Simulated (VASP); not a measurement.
Here is a VASP 6.6.1 calculation.

Contents of INCAR:

```
PREC = Accurate
ENCUT = 520
EDIFF = 1E-6
ISMEAR = 0
SIGMA = 0.1
LREAL = False
LASPH = True
NELM = 100
ALGO = Normal
ISIF = 2
LWAVE = False
LCHARG = False
GGA = PE
NBANDS = 40
```

The input KPOINTS:

```
Automatic mesh
0
Gamma
  6 6 4
```

The input POSCAR:

```
LuSc2N3
1.0
    4.5710453890     -0.0000000032      0.0000000000
   -2.2855226917      3.9586414303      0.0000000000
    0.0000000000      0.0000000000      4.3005728024
Lu Sc N
1 2 3
Direct
    0.0000000000      0.0000000000      0.5905540910
    0.3333333333      0.6666666667      0.0905411762
    0.6666666667      0.3333333333      0.0905411762
    0.3333333333      0.6666666667      0.5905372058
    0.6666666667      0.3333333333      0.5905372058
    0.0000000000      0.0000000000      1.0905515549
```

Potentials or basis: VASP PAW PBE potentials, release 64 (Lu, Sc_sv, N).

Command:

```console
$ cat potpaw_PBE.64/Lu/POTCAR potpaw_PBE.64/Sc_sv/POTCAR potpaw_PBE.64/N/POTCAR > POTCAR
$ mpirun -np 1 vasp_std > vasp.out
```

Estimate the band gap on the k mesh.

zero (band 31 reaches 5.29 eV, above the bottom of band 32 at 4.63 eV).

Estimate the pressure.

0.8 GPa.

Stress tensor (GPa, compression positive):
```
0.37 0.00 0.00
0.00 0.37 0.00
0.00 0.00 1.67
```

Caveat: the k points lie up to 0.37 Å⁻¹ apart; spin-orbit coupling is left out, which moves the levels of the heavy elements.
